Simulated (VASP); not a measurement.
**AlN: single point with PBEsol**

The system is AlN.

```
Al N
1.0
     0.00000    2.18488    2.18488
     2.18488    0.00000    2.18488
     2.18488    2.18488    0.00000
Al N
1 1
Direct
  0.00000 0.00000 0.00000
  0.25000 0.25000 0.25000
```

```yaml
Program: VASP 6.6.1
Task: single point
Functional: PBEsol
Potentials_or_basis: VASP PAW PBE potentials, release 64 (Al, N)
Cutoff: 520 eV
k_mesh: 8 × 8 × 8
Occupations: gaussian, width 0.01 eV
Spin: no spin polarisation
```

- Pressure: 1.1 GPa
- Band gap on the k mesh: 3.19 eV, indirect (least direct gap 4.12 eV)

Levels at points of the mesh, in eV from the valence-band top:
```csv
k point,band 2,band 3,band 4,band 5,band 6,band 7
"(0.00, 0.00, 0.00)",0.00,0.00,0.00,4.12,12.46,12.46
"(0.50, 0.00, 0.00)",-5.91,-0.48,-0.48,7.28,9.76,11.03
"(0.50, 0.50, 0.00)",-4.94,-1.79,-1.79,3.19,8.47,13.86
```

Wall time 8.5 s on 1 thread of Intel(R) Xeon(R) Platinum 8259CL CPU @ 2.50GHz (Skylake/Cascade Lake), on a shared host, peak memory 0.13 GiB.

Caveat: the PAW data sets were made with another functional, which shifts forces and pressure a little. A k mesh can miss the band edges.
